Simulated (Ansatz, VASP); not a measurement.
# Two plane-wave programs on Mg3Te

The input INCAR:

```
SYSTEM = Mg3Te
PREC = Accurate
ENCUT = 520
EDIFF = 1E-6
ISMEAR = -1
SIGMA = 0.05
LREAL = .FALSE.
LASPH = .TRUE.
NELM = 60
ALGO = Normal
ISIF = 2
LWAVE = .FALSE.
LCHARG = .FALSE.
GGA = CA
NBANDS = 14
```

Contents of KPOINTS:

```
Automatic mesh
0
G
  9 9 9
  0 0 0
```

File POSCAR:

```
Mg3Te
1.0
   -2.0956873375      2.0956873375      5.1746518643
    2.0956873375     -2.0956873375      5.1746518643
    2.0956873375      2.0956873375     -5.1746518643
Te Mg
1 3
Direct
    0.0000000000      0.0000000000      0.0000000000
    0.2500000000      0.7500000000      0.5000000000
    0.7500000000      0.2500000000      0.5000000000
    0.5000000000      0.5000000000      0.0000000000
```

Contents of input.yaml:

```yaml
crystal:
  lattice:
    - [-2.0956873375, 2.0956873375, 5.1746518643]
    - [2.0956873375, -2.0956873375, 5.1746518643]
    - [2.0956873375, 2.0956873375, -5.1746518643]
  atoms:
    - { symbol: Te, position: [0.0, 0.0, 0.0] }
    - { symbol: Mg, position: [0.25, 0.75, 0.5] }
    - { symbol: Mg, position: [0.75, 0.25, 0.5] }
    - { symbol: Mg, position: [0.5, 0.5, 0.0] }
hamiltonian:
  xc: lda
  pseudopotentials: { kind: paw }
kpoints:
  mp_grid: { grid: [9, 9, 9] }
scf:
  occupations: { method: fermi_dirac, width: 0.05 }
output:
  forces: true
  stress: true
  eigenvalues: true
  write_density: true
  write_potential: true
  elf: true
  volumetric_format: npy
```

Alike in both runs: task single point; functional LDA; k mesh 9 × 9 × 9; occupations fermi-dirac, width 0.05 eV; no spin polarisation.

```csv
,VASP,Ansatz
version,VASP 6.6.1,Ansatz 0.2.0
potentials or method,"VASP PAW LDA potentials, release 64 (Te, Mg)",Ansatz PAW
plane-wave cutoff (eV),520,420
valence electrons in the cell,12,46
```

```tsv
	VASP	Ansatz	Ansatz less VASP
gap on the k mesh at the Fermi level (eV)	none	none	-
pressure (GPa)	-0.3	0.0	+0.30
traceless stress, the component that is largest in VASP (GPa)	-0.35	-0.29	+0.062
```

LDA's correlation is that of Perdew and Zunger in VASP and of Perdew and Wang (1992) in Ansatz. A gap of «none» marks a metal or a gap that the smearing closes. VASP's potentials hold 12 valence electrons a cell and Ansatz's 46, so a difference there can come from the potentials and not from the codes.

Neither program's run includes spin-orbit coupling.
